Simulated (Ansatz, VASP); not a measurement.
Nb in VASP and in Ansatz

The input INCAR:

```
SYSTEM = Nb
  PREC = Accurate
  ENCUT = 520
  EDIFF = 1E-6
  ISMEAR = -1
  SIGMA = 0.1
  LREAL = .FALSE.
  LASPH = .TRUE.
  NELM = 60
  ALGO = Normal
  ISIF = 2
  LWAVE = .FALSE.
  LCHARG = .FALSE.
  GGA = PE
  NBANDS = 20
```

Contents of KPOINTS:

```
Automatic mesh
0
G
  10 10 10
  0 0 0
```

File POSCAR:

```
Nb
1.0
    0.0000000000      3.0348881987      3.0348881987
    3.0348881987      0.0000000000      3.0348881987
    3.0348881987      3.0348881987      0.0000000000
Nb
2
Direct
    0.1250000000      0.1250000000      0.1250000000
    0.8750000000      0.8750000000      0.8750000000
```

Input for Ansatz:

```yaml
crystal:
  lattice:
    - [0.0, 3.0348881987, 3.0348881987]
    - [3.0348881987, 0.0, 3.0348881987]
    - [3.0348881987, 3.0348881987, 0.0]
  atoms:
    - { symbol: Nb, position: [0.125, 0.125, 0.125] }
    - { symbol: Nb, position: [0.875, 0.875, 0.875] }
hamiltonian:
  xc: pbe
  pseudopotentials:
    kind: paw
    azcp:
      Nb: "pseudopotentials/Nb.paw.azcp"
basis:
  ecutwfc: 420
  fft_grid_basis: typed
kpoints:
  mp_grid: { grid: [10, 10, 10], shift: [0, 0, 0] }
magnetization:
  spin_polarized: false
scf:
  occupations: { method: fermi_dirac, width: 0.1 }
  lower_state_search: "off"
output:
  stress: true
  write_density: true
  write_potential: true
  elf: true
  volumetric_format: npy
```

Alike in both runs: task single point; functional PBE; k mesh 10 × 10 × 10; occupations fermi-dirac, width 0.1 eV; no spin polarisation.

|  | VASP | Ansatz |
| --- | --- | --- |
| version | VASP 6.6.1 | Ansatz 0.2.0 |
| potentials or method | VASP PAW PBE potentials, release 64 (Nb_sv), cutoff 520 eV | plane waves (420 eV) with PAW, scalar-relativistic |
| valence electrons in the cell | 26 | 26 |

```tsv
	VASP	Ansatz	Ansatz less VASP
pressure (GPa)	-4.4	-4.3	+0.03
```
